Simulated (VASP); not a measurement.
A run of VASP 6.6.1 is set up as follows.

The input INCAR:

```
PREC     = Accurate       # precision mode
ENCUT    = 520            # plane-wave cutoff, eV
EDIFF    = 1E-7           # SCF threshold, eV
ISMEAR   = -1             # smearing method
SIGMA    = 0.1            # smearing width, eV
LREAL    = F              # projectors in reciprocal space
LASPH    = T              # aspherical terms in the spheres
NELM     = 100            # most SCF steps
ALGO     = Normal         # electronic algorithm
ISIF     = 2              # what is computed and relaxed
LWAVE    = F              # write WAVECAR
LCHARG   = F              # write CHGCAR
GGA      = PE             # functional
NBANDS   = 10             # bands
```

File KPOINTS:

```
Automatic mesh
0
Gamma
  13 13 7
```

POSCAR

```
Li
1.0
    3.0983587833      0.0000000000      0.0000000000
   -1.5491793917      2.6832574164      0.0000000000
    0.0000000000      0.0000000000      5.0541539661
Li
2
Direct
    0.3333333333      0.6666666667      0.2500000000
    0.6666666667      0.3333333333      0.7500000000
```

Potentials or basis: VASP PAW PBE potentials, release 64 (Li_sv).

Launch:

```console
$ cat potpaw_PBE.64/Li_sv/POTCAR > POTCAR
$ mpirun -np 1 vasp_std > vasp.out
```

What does it give for the band gap on the k mesh?

Zero (band 3 reaches 2.12 eV, above the bottom of band 4 at -1.55 eV).
